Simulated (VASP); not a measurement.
# NaH (rocksalt type) (Fm-3m) in VASP: further runs, part 2 of 2

VASP 6.6.1. The steps go on from the part before.

## 3. Single point, PBE (volume scaled by 1.06)

INCAR reads:

```
SYSTEM = NaH
ALGO = Normal
EDIFF = 1E-7
ENCUT = 520
GGA = PE
ISIF = 2
ISMEAR = -1
LASPH = .True.
LCHARG = .False.
LREAL = .False.
LWAVE = .False.
NBANDS = 11
NELM = 100
PREC = Accurate
SIGMA = 0.08
```

KPOINTS reads:

```
k-points
0
Gamma
  12 12 12
  0 0 0
```

POSCAR reads:

```
NaH
1.0
    0.0000000000      2.4629312762      2.4629312762
    2.4629312762      0.0000000000      2.4629312762
    2.4629312762      2.4629312762      0.0000000000
Na H
1 1
Direct
    0.0000000000      0.0000000000      0.0000000000
    0.5000000000      0.5000000000      0.5000000000
```

Potentials or basis: VASP PAW PBE potentials, release 64 (Na_pv, H).

Started as:

```
> cat potpaw_PBE.64/Na_pv/POTCAR potpaw_PBE.64/H/POTCAR > POTCAR
> mpirun -np 1 vasp_std > vasp.out
```

OUTCAR:

```text
SYSTEM = NaH
   EDIFF = 1E-7
   ENCUT = 520
   GGA = PE
   ISIF = 2
   ISMEAR = -1
   LASPH = .True.
   LREAL = .False.
   NELM = 100
   PREC = Accurate

 ion  position               nearest neighbor table
   1  0.000  0.000  0.000-
   2  0.500  0.500  0.500-

  LATTYP: Found a face centered cubic cell.
 ALAT       =     4.9258625524

  Lattice vectors:

 A1 = (   0.0000000000,   2.4629312762,   2.4629312762)
 A2 = (   2.4629312762,   0.0000000000,   2.4629312762)
 A3 = (   2.4629312762,   2.4629312762,   0.0000000000)

Analysis of symmetry for initial positions (statically):
=====================================================================
 Subroutine PRICEL returns:
 Original cell was already a primitive cell.

 Routine SETGRP: Setting up the symmetry group for a
 face centered cubic supercell.

 Subroutine GETGRP returns: Found 48 space group operations
 (whereof 48 operations were pure point group operations)
 out of a pool of 48 trial point group operations.

The static configuration has the point symmetry O_h .

Analysis of symmetry for dynamics (positions and initial velocities):
=====================================================================
 Subroutine PRICEL returns:
 Original cell was already a primitive cell.

 Routine SETGRP: Setting up the symmetry group for a
 face centered cubic supercell.

 Subroutine GETGRP returns: Found 48 space group operations
 (whereof 48 operations were pure point group operations)
 out of a pool of 48 trial point group operations.

The dynamic configuration has the point symmetry O_h .

 Subroutine INISYM returns: Found 48 space group operations
 (whereof 48 operations are pure point group operations),
 and found     1 'primitive' translations

----------------------------------------------------------------------------------------

                                     Primitive cell

  volume of cell :      29.8804

  direct lattice vectors                    reciprocal lattice vectors
     0.000000000  2.462931276  2.462931276    -0.203010131  0.203010131  0.203010131
     2.462931276  0.000000000  2.462931276     0.203010131 -0.203010131  0.203010131
     2.462931276  2.462931276  0.000000000     0.203010131  0.203010131 -0.203010131

  length of vectors
     3.483110814  3.483110814  3.483110814     0.351623861  0.351623861  0.351623861

  position of ions in fractional coordinates (direct lattice)
     0.000000000  0.000000000  0.000000000
     0.500000000  0.500000000  0.500000000

  ion indices of the primitive-cell ions
   primitive index   ion index
                 1           1
                 2           2

----------------------------------------------------------------------------------------

 KPOINTS: k-points

Automatic generation of k-mesh.
 Grid dimensions read from file:
 generate k-points for:   12   12   12

 Generating k-lattice:

  Cartesian coordinates                     Fractional coordinates (reciprocal lattice)
    -0.016917511  0.016917511  0.016917511     0.083333333  0.000000000  0.000000000
     0.016917511 -0.016917511  0.016917511     0.000000000  0.083333333  0.000000000
     0.016917511  0.016917511 -0.016917511     0.000000000  0.000000000  0.083333333

  Length of vectors
     0.029301988  0.029301988  0.029301988

  Shift w.r.t. Gamma in fractional coordinates (k-lattice)
     0.000000000  0.000000000  0.000000000

 Subroutine IBZKPT returns following result:
 ===========================================

 Found     72 irreducible k-points:

 Following reciprocal coordinates:
            Coordinates               Weight
  0.000000  0.000000  0.000000      1.000000
  0.083333  0.000000  0.000000      8.000000
  0.166667  0.000000  0.000000      8.000000
  0.250000  0.000000  0.000000      8.000000
  0.333333  0.000000  0.000000      8.000000
  0.416667  0.000000  0.000000      8.000000
[... 16 lines left out ...]
  0.500000  0.166667  0.000000     24.000000
 -0.416667  0.166667  0.000000     24.000000
 [... further k-points ...]
   k-points           NKPTS =     72   k-points in BZ     NKDIM =     72   number of bands    NBANDS=     11
   number of dos      NEDOS =    301   number of ions     NIONS =      2
   total plane-waves  NPLWV =  21952
   dimension x,y,z NGX =    28 NGY =   28 NGZ =   28
   dimension x,y,z NGXF=    56 NGYF=   56 NGZF=   56
   ions per type =               1   1
   NGX,Y,Z   is equivalent  to a cutoff of  13.36, 13.36, 13.36 a.u.
   NGXF,Y,Z  is equivalent  to a cutoff of  26.73, 26.73, 26.73 a.u.
 SYSTEM =  NaH
   PREC   = accura    normal or accurate (medium, high low for compatibility)
   ISTART =      0    job   : 0-new  1-cont  2-samecut
   ICHARG =      2    charge: 1-file 2-atom 10-const
   ISPIN  =      1    spin polarized calculation?
   LNONCOLLINEAR =      F non collinear calculations
   LSORBIT =      F    spin-orbit coupling
   LASPH  =      T    aspherical Exc in radial PAW
   ENCUT  =  520.0 eV  38.22 Ry    6.18 a.u.   6.48  6.48  6.48*2*pi/ulx,y,z
   NELM   =    100;   NELMIN=  2; NELMDL= -5     # of ELM steps
   EDIFF  = 0.1E-06   stopping-criterion for ELM
   LREAL  =      F    real-space projection
   EDIFFG = 0.1E-05   stopping-criterion for IOM
   NSW    =      0    number of steps for IOM
   IBRION =     -1    ionic relax: 0-MD 1-quasi-New 2-CG
   NFREE  =      0    steps in history (QN), initial steepest desc. (CG)
   ISIF   =      2    stress and relaxation
   ISYM   =      2    0-nonsym 1-usesym 2-fastsym
   POTIM  = 0.5000    time-step for ionic-motion
   TEBEG  =    0.0;   TEEND  =   0.0 temperature during run
   PSTRESS=    0.0 pullay stress
   NELECT =       8.0000    total number of electrons
   NUPDOWN=      -1.0000    fix difference up-down
   EMIN   =  10.00;   EMAX   =-10.00  energy-range for DOS
   EFERMI =   0.00;   METHOD = LEGACY
   ISMEAR =    -1;   SIGMA  =   0.08  broadening in eV -4-tet -1-fermi 0-gaus
   EFERMI_NEDOS =   21; number of points for ismear=-14 and -15
   IALGO  =     38    algorithm
   IMIX   =      4    mixing-type and parameters
     AMIX     =   0.40;   BMIX     =  1.00
     AMIX_MAG =   1.60;   BMIX_MAG =  1.00
  volume/ion in A,a.u.               =      14.94       100.82
  Fermi-wavevector in a.u.,A,eV,Ry     =   1.055138  1.993921 15.147582  1.113316
  Thomas-Fermi vector in A             =   2.190325
   LORBIT       =      0    0 simple, 1 ext, 2 COOP (PROOUT), +10 PAW based schemes
   GGA     = PE    functional components
   LHFCALC =     F    Hartree Fock is set to
   AEXX    =    0.0000 exact exchange contribution
   IVDW    =     0    specifies the selected vdW correction
   LEPSILON=     F    determine dielectric tensor
   LRPA    =     F    only Hartree local field effects (RPA)
 non-spin polarized calculation
  energy-cutoff  :      520.00
  volume of cell :       29.88
 maximum number of plane-waves:       821
 NGX is ok and might be reduce to    28
   NGX = 13   NGY = 13   NGZ = 13

 number of electron       8.0000007 magnetization

 Free energy of the ion-electron system (eV)
  ---------------------------------------------------
  ext. energy  EPLUGINS =         0.00000000
  ---------------------------------------------------
  free energy    TOTEN  =        -5.08137878 eV

  energy without entropy =       -5.08137878  energy(sigma->0) =       -5.08137878

 E-fermi :   0.4691     XC(G=0):  -7.5799

 val. band max:       -1.2893513761   @ k =  -0.2500   0.5000   0.2500
 cond. band min:       2.3765318582   @ k =   0.5000   0.0000   0.0000
 fundamental gap:      3.6658832342
 Fermi energy:         0.4690584415

 k-point     1 :       0.0000    0.0000    0.0000
  band No.  band energies     occupation
      1     -23.4954      2.00000
      2     -23.4954      2.00000
      3     -23.4954      2.00000
      4      -4.7478      2.00000
      5       8.6347      0.00000
      6      13.8910      0.00000
      7      13.8910      0.00000
      8      13.8910      0.00000
      9      14.6129      0.00000
     10      14.6129      0.00000
     11      14.6129      0.00000
[... 309 lines left out ...]
 k-point    24 :      -0.4167    0.1667    0.0000
  band No.  band energies     occupation
      1     -23.5641      2.00000
      2     -23.5181      2.00000
      3     -23.5075      2.00000
      4      -1.9262      2.00000
      5       2.8889      0.00000
      6       6.9472      0.00000
      7      10.9076      0.00000
      8      11.6531      0.00000
      9      15.1005      0.00000
     10      16.1376      0.00000
     11      19.6191      0.00000

 [... further k-points ...]

------------------------ aborting loop because EDIFF is reached ----------------------------------------

  FORCE on cell =-STRESS in cart. coord.  units (eV):
  Direction    XX          YY          ZZ          XY          YZ          ZX
  --------------------------------------------------------------------------------------
  -------------------------------------------------------------------------------------
  Total       -0.2322112     -0.2322112     -0.2322112      0.0000000      0.0000000     -0.0000000
  in kB      -12.4510782    -12.4510782    -12.4510782      0.0000000      0.0000000     -0.0000000
  external PRESSURE =     -12.4510782 kB  Pullay stress =       0.0000000 kB

 VOLUME and BASIS-vectors are now :
 -----------------------------------------------------------------------------
  energy-cutoff  :      520.00
  volume of cell :       29.88
      direct lattice vectors                 reciprocal lattice vectors
     0.000000000  2.462931276  2.462931276    -0.203010131  0.203010131  0.203010131
     2.462931276  0.000000000  2.462931276     0.203010131 -0.203010131  0.203010131
     2.462931276  2.462931276  0.000000000     0.203010131  0.203010131 -0.203010131

 POSITION                                       TOTAL-FORCE (eV/Angst)
 -----------------------------------------------------------------------------------
      0.00000      0.00000      0.00000         0.000000      0.000000      0.000000
      2.46293      2.46293      2.46293        -0.000000     -0.000000      0.000000
 -----------------------------------------------------------------------------------
    total drift:                               -0.000000     -0.000000     -0.000000

  FREE ENERGIE OF THE ION-ELECTRON SYSTEM (eV)
  ---------------------------------------------------
  free  energy   TOTEN  =        -5.0813787841 eV

  energy  without entropy=       -5.0813787840  energy(sigma->0) =       -5.08137878
```

OSZICAR:

```text
N       E                     dE             d eps       ncg     rms          rms(c)
DAV:   1     0.366790732461E+02    0.36679E+02   -0.45502E+03  1596   0.732E+02
DAV:   2    -0.419498733584E+01   -0.40874E+02   -0.40131E+02  1650   0.192E+02
DAV:   3    -0.549635978986E+01   -0.13014E+01   -0.12994E+01  1942   0.329E+01
DAV:   4    -0.550499871529E+01   -0.86389E-02   -0.86378E-02  1852   0.268E+00
DAV:   5    -0.550507913448E+01   -0.80419E-04   -0.80418E-04  1809   0.269E-01    0.315E+00
DAV:   6    -0.516516399353E+01    0.33992E+00   -0.34665E-01  1843   0.268E+00    0.144E+00
DAV:   7    -0.507630961276E+01    0.88854E-01   -0.32992E-01  1797   0.207E+00    0.358E-01
DAV:   8    -0.508149338887E+01   -0.51838E-02   -0.10722E-02  1688   0.928E-01    0.705E-02
DAV:   9    -0.508138758462E+01    0.10580E-03   -0.12571E-03  1884   0.356E-01    0.225E-02
DAV:  10    -0.508137528245E+01    0.12302E-04   -0.66601E-05  1771   0.507E-02    0.462E-03
DAV:  11    -0.508137904270E+01   -0.37602E-05   -0.69160E-06  1764   0.115E-02    0.318E-03
DAV:  12    -0.508137877516E+01    0.26754E-06   -0.24684E-07  1880   0.334E-03    0.290E-04
DAV:  13    -0.508137878407E+01   -0.89109E-08   -0.54362E-09   984   0.575E-04
   1 F= -.50813788E+01 E0= -.50813788E+01  d E =-.420622E-10
```

stdout:

```text
POSCAR found type information on POSCAR NaH
 POSCAR found :  2 types and       2 ions
 scaLAPACK will be used
 LDA part: xc-table for (Slater+PW92), standard interpolation
 POSCAR, INCAR and KPOINTS ok, starting setup
 FFT: planning ... GRIDC
 FFT: planning ... GRID_SOFT
 FFT: planning ... GRID
 WAVECAR not read
 entering main loop
```

It took 9.9 s on 1 thread of Intel Xeon 6975P-C (Granite Rapids), shared host; peak memory 0.16 GiB.

Results:

| Item | Value |
| --- | --- |
| Free energy | -5.0814 eV |
| Pressure | -1.2 GPa |
| Band gap on the k mesh | 3.67 eV, indirect (least direct gap 4.49 eV) |

 A k mesh can miss the band edges.
